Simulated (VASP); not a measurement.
A run of VASP 6.6.1 is set up as follows.

INCAR

```
SYSTEM = FeSi
PREC     = Accurate       ! precision mode
ENCUT    = 520            ! plane-wave cutoff, eV
EDIFF    = 1E-7           ! SCF threshold, eV
ISMEAR   = -1             ! smearing method
SIGMA    = 0.02           ! smearing width, eV
LREAL    = .False.        ! projectors in reciprocal space
LASPH    = .True.         ! aspherical terms in the spheres
NELM     = 80             ! most SCF steps
ALGO     = Normal         ! electronic algorithm
ISIF     = 2              ! what is computed and relaxed
LWAVE    = .False.        ! write WAVECAR
LCHARG   = .True.         ! write CHGCAR
LELF     = .True.         ! ELF
LVHAR    = .True.       
NBANDS   = 34             ! bands
```

The input KPOINTS:

```
Automatic mesh
0
Gamma
  6 6 6
  0 0 0
```

The input POSCAR:

```
FeSi
1.0
    4.3689610424      0.0000000000      0.0000000000
    0.0000000000      4.3689610424      0.0000000000
    0.0000000000      0.0000000000      4.3689610424
Fe Si
4 4
Direct
    0.8631718556      0.6368281444      0.3631718556
    0.6368281444      0.3631718556      0.8631718556
    0.3631718556      0.8631718556      0.6368281444
    0.1368281444      0.1368281444      0.1368281444
    0.1591730332      0.3408269668      0.6591730332
    0.3408269668      0.6591730332      0.1591730332
    0.6591730332      0.1591730332      0.3408269668
    0.8408269668      0.8408269668      0.8408269668
```

Potentials or basis: VASP PAW LDA potentials, release 64 (Fe, Si).

The run is started by

```console
$ cat potpaw_LDA.64/Fe/POTCAR potpaw_LDA.64/Si/POTCAR > POTCAR
$ mpirun -np 1 vasp_std > vasp.out
```

**Question.** Estimate the band gap on the k mesh.

**Answer.** 0.14 eV (least direct gap 0.16 eV).

**Question.** Predict the largest force.

**Answer.** 0.049 eV/Å.

**Question.** Estimate the pressure.

**Answer.** 0.8 GPa.

Forces on the atoms (eV/Å):
```
Fe  -0.028  0.028 -0.028
Fe   0.028 -0.028 -0.028
Fe  -0.028 -0.028  0.028
Fe   0.028  0.028  0.028
Si  -0.004  0.004 -0.004
Si   0.004 -0.004 -0.004
Si  -0.004 -0.004  0.004
Si   0.004  0.004  0.004
```

A k mesh can miss the band edges. Spin polarisation is off, so any magnetic state and its effect on volume and gap are missing.
